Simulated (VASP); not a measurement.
Set up this calculation in VASP 6.6.1, as the native input.

```yaml
Task: single point
Functional: PBE
Potentials_or_basis: VASP PAW PBE potentials, release 64 (Cr_sv, C, N)
Cutoff: 700 eV
k_mesh: 6 × 6 × 6
Occupations: gaussian, width 0.1 eV
Spin: collinear spin, ferromagnetic start
Starting_moments: "[3.0, 0.0, 0.0] μB"
Dipole_correction: no
Further_INCAR_settings: ALGO = Normal; EDIFF = 1e-06; NBANDS = 22
```

The structure of CrCN lies in POSCAR:

```
CrCN
1.0
    3.2239046417      0.0000000027      0.0000000000
   -1.6119523231      2.7919833177      0.0000000000
    0.0000000000      0.0000000000      2.8980856535
Cr C N
1 1 1
Direct
    0.3333333333      0.6666666667      0.5000000000
    0.6666666667      0.3333333333      0.5000000000
    0.0000000000      0.0000000000      0.0000000000
```

The cell was generated, and may not be a known phase.

The input as run:

INCAR

```
SYSTEM = CrCN
PREC = Accurate ; ENCUT = 700
EDIFF = 1E-6 ; ISMEAR = 0
SIGMA = 0.1 ; LREAL = .FALSE.
LASPH = .TRUE. ; NELM = 200
ALGO = Normal ; ISIF = 2
LWAVE = .FALSE. ; LCHARG = .FALSE.
ISPIN = 2 ; MAGMOM = 3 0 0
LORBIT = 11 ; LMAXMIX = 4
GGA = PE ; NBANDS = 22
GGA_COMPAT = .FALSE.
```

KPOINTS

```
regular mesh
0
G
  6 6 6
  0 0 0
```

Potentials or basis: VASP PAW PBE potentials, release 64 (Cr_sv, C, N).

Launch:

```bash
$ cat potpaw_PBE.64/Cr_sv/POTCAR potpaw_PBE.64/C/POTCAR potpaw_PBE.64/N/POTCAR > POTCAR
$ mpirun -np 1 vasp_std > vasp.out
```

It gave:

The pressure is -0.5 GPa, the net moment is -0.67 μB per cell and the site moments are Cr -0.56; C +0.01; N -0.04 μB. The valence electrons inside the program's atomic spheres are Cr 11.82; C 2.39; N 3.44.

Caveat: the k points lie up to 0.38 Å⁻¹ apart; a cell with one magnetic atom can't hold antiferromagnetic order, which such compounds often take.

It took 26 s on 1 thread of Intel(R) Xeon(R) 6975P-C (Granite Rapids), with other jobs on the host, peak memory 0.19 GiB.
